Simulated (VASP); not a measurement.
A run of VASP 6.6.1 is set up as follows.

The input POSCAR:

```
TiO3
1.0
    3.3119204885      0.0000000000      0.0000000000
    0.0000000000      3.3119204885      0.0000000000
    0.0000000000      0.0000000000      3.3119204885
Ti O
1 3
Direct
    0.0000000000      0.0000000000      0.0000000000
    0.0000000000      0.5000000000      0.5000000000
    0.5000000000      0.0000000000      0.5000000000
    0.5000000000      0.5000000000      0.0000000000
```

INCAR.step1

```
ALGO = Normal
EDIFF = 1E-4
ENCUT = 520
GGA = PE
ISMEAR = 0
ISPIN = 2
LASPH = T
LCHARG = F
LMAXMIX = 4
LREAL = F
LWAVE = T
MAGMOM = 1 0 0 0
NBANDS = 27
NELM = 150
PREC = Accurate
SIGMA = 0.1
```

Contents of INCAR.step2:

```
ALGO = Normal
EDIFF = 1E-6
ENCUT = 520
ISIF = 2
ISMEAR = 0
ISPIN = 2
ISTART = 1
LASPH = T
LCHARG = F
LMAXMIX = 4
LMIXTAU = T
LORBIT = 11
LREAL = F
LWAVE = F
MAGMOM = 1 0 0 0
METAGGA = R2SCAN
NBANDS = 27
NELM = 150
PREC = Accurate
SIGMA = 0.1
```

KPOINTS

```
k-points
0
Gamma
  6 6 6
```

Potentials or basis: VASP PAW PBE potentials, release 64 (Ti_sv, O).

Command:

```console
$ cat potpaw_PBE.64/Ti_sv/POTCAR potpaw_PBE.64/O/POTCAR > POTCAR
$ cp INCAR.step1 INCAR
$ mpirun -np 1 vasp_std > vasp.out
$ cp INCAR.step2 INCAR
$ mpirun -np 1 vasp_std > vasp.out
```

(1) Estimate the pressure.

(2) Estimate the band gap on the k mesh.

Results:

(1) -23.1 GPa.

(2) zero (filled and empty bands overlap).

Caveat: the cell stands under tension; the PAW data sets were made with another functional, which shifts forces and pressure a little; semilocal functionals often make such compounds metallic where correlation or magnetic order opens a gap, which also shifts bond lengths.
